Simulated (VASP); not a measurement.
MoW2C4, 7 atoms in the cell. The typed cell holds 7 atoms: a = 4.282 Å, b = 4.291 Å, c = 4.291 Å, α = 90.03°, β = 90.01°, γ = 90.00°. 

```yaml
Program: VASP 6.6.1
Task: single point
Functional: PBE
Potentials_or_basis: VASP PAW PBE potentials, release 64 (Mo_sv, W_sv, C)
Cutoff: 520 eV
k_mesh: 6 × 6 × 6
Occupations: gaussian, width 0.2 eV
Spin: no spin polarisation
Dipole_correction: no
Further_INCAR_settings: ALGO = Normal; EDIFF = 1e-06; NBANDS = 38
```

Potentials or basis: VASP PAW PBE potentials, release 64 (Mo_sv, W_sv, C).

Run with:

```sh
$ cat potpaw_PBE.64/Mo_sv/POTCAR potpaw_PBE.64/W_sv/POTCAR potpaw_PBE.64/C/POTCAR > POTCAR
$ mpirun -np 1 vasp_std > vasp.out
```

Hardware: 1 thread of Intel Xeon 8259CL, with other jobs on the host.

**Question.** Estimate the wall time of this run.

**Answer.** It took 5 min on 1 thread of Intel Xeon 8259CL, on a shared host, peak memory 0.4 GiB. Counts: scf iterations 15, k points 112.
